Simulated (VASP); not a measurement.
Write the native input for VASP 6.6.1 that does the following.

* Task: single point
* Functional: LDA
* Potentials or basis: VASP PAW LDA potentials, release 64 (Sn_d, Se, Be)
* Cutoff: 520 eV
* k mesh: 4 × 4 × 4
* Occupations: gaussian, width 0.05 eV
* Spin: no spin polarisation
* Dipole correction: no
* Further INCAR settings: ALGO = Normal; EDIFF = 1e-06; NBANDS = 21

The structure of Be3SnSe lies in POSCAR:

```
Be3SnSe
1.0
    4.7059154530      0.0000000000      0.0000000000
    0.0000000000      4.7059154530      0.0000000000
    0.0000000000      0.0000000000      4.7059154530
Sn Se Be
1 1 3
Direct
    0.0000000000      0.0000000000      0.0000000000
    0.5000000000      0.5000000000      0.5000000000
    0.5000000000      0.5000000000      0.0000000000
    0.5000000000      0.0000000000      0.5000000000
    0.0000000000      0.5000000000      0.5000000000
```

One way to write it, as run:

INCAR

```
SYSTEM = Be3SnSe
PREC = Accurate ; ENCUT = 520
EDIFF = 1E-6 ; ISMEAR = 0
SIGMA = 0.05 ; LREAL = .FALSE.
LASPH = .TRUE. ; NELM = 100
ALGO = Normal ; ISIF = 2
LWAVE = .FALSE. ; LCHARG = .TRUE.
GGA = CA ; LELF = .TRUE.
LVHAR = .TRUE. ; NBANDS = 21
```

KPOINTS

```
Automatic mesh
0
G
  4 4 4
  0 0 0
```

Potentials or basis: VASP PAW LDA potentials, release 64 (Sn_d, Se, Be).

Run with:

```bash
$ cat potpaw_LDA.64/Sn_d/POTCAR potpaw_LDA.64/Se/POTCAR potpaw_LDA.64/Be/POTCAR > POTCAR
$ mpirun -np 1 vasp_std > vasp.out
```

Results of the run:

```
Pressure               : -10.7 GPa
Band gap on the k mesh : zero (bands 13 and 14 overlap by 0.78 eV)
```

Caveat: the cell stands under tension; semilocal functionals underestimate gaps, so a narrow gap can read as zero; spin-orbit coupling is left out, which moves the levels of the heavy elements.

It took 23 s on 1 thread of Intel(R) Xeon(R) Platinum 8259CL CPU @ 2.50GHz (Skylake/Cascade Lake), with other jobs on the host, peak memory 0.18 GiB.
